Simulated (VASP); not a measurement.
BaTiO3:

```xyz
5
Lattice="3.9998 0.0000 0.0000 0.0000 3.9998 0.0000 0.0000 0.0000 4.0180" Properties=species:S:1:pos:R:3 pbc="T T T"
Ba    0.0000    0.0000    0.0000
Ti    1.9999    1.9999    1.9688
O     0.0000    1.9999    2.0773
O     1.9999    0.0000    2.0773
O     1.9999    1.9999    0.0763
```

Base run:

* Program: VASP 6.6.1
* Functional: revPBE
* Potentials or basis: VASP PAW PBE potentials, release 64 (Ba_sv, Ti_sv, O_h)
* Cutoff: 910 eV
* k mesh: 7 × 7 × 7
* Occupations: fermi-dirac, width 0.05 eV
* Spin: no spin polarisation

Its results: band gap on the k mesh 1.90 eV (least direct gap 2.09 eV); pressure 7.0 GPa; largest force 0.289 eV/Å.

Task: The run is repeated on the same cell with these changes: functional from revPBE to r2SCAN. What comes out?

Result: Band gap on the k mesh 2.27 eV (least direct gap 2.46 eV); pressure 1.0 GPa; largest force 0.322 eV/Å.

Caveats: the cutoff is under 1.25 times the usual one of these potentials, so pressure, stress and relaxed cells hold a basis-set (Pulay) error; the PAW data sets were made with another functional, which shifts forces and pressure a little; spin-orbit coupling is left out, which moves the levels of the heavy elements; an odd mesh through Γ misses points on the zone boundary, where band edges can lie; the cell stands under pressure (at least some runs).
